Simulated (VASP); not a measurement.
Here is a VASP 6.6.1 calculation.

File INCAR:

```
SYSTEM = InSb
PREC = Accurate ; ENCUT = 520
EDIFF = 1E-6 ; ISMEAR = -1
SIGMA = 0.03 ; LREAL = .FALSE.
LASPH = .TRUE. ; NELM = 80
ALGO = Normal ; ISIF = 2
LWAVE = .FALSE. ; LCHARG = .FALSE.
GGA = CA ; NBANDS = 16
```

KPOINTS

```
Automatic mesh
0
G
  10 10 10
  0 0 0
```

Contents of POSCAR:

```
InSb
1.0
    0.0000000000      3.2817246249      3.2817246249
    3.2817246249      0.0000000000      3.2817246249
    3.2817246249      3.2817246249      0.0000000000
In Sb
1 1
Direct
    0.0000000000      0.0000000000      0.0000000000
    0.7500000000      0.7500000000      0.7500000000
```

Potentials or basis: VASP PAW LDA potentials, release 64 (In_d, Sb).

The run is started by

```bash
$ cat potpaw_LDA.64/In_d/POTCAR potpaw_LDA.64/Sb/POTCAR > POTCAR
$ mpirun -np 1 vasp_std > vasp.out
```

Question: Predict the pressure.

Answer: -2.1 GPa.

Question: What does it give for the band gap on the k mesh?

Answer: Zero (filled and empty bands touch).

Caveat: spin-orbit coupling is left out, which moves the levels of the heavy elements.
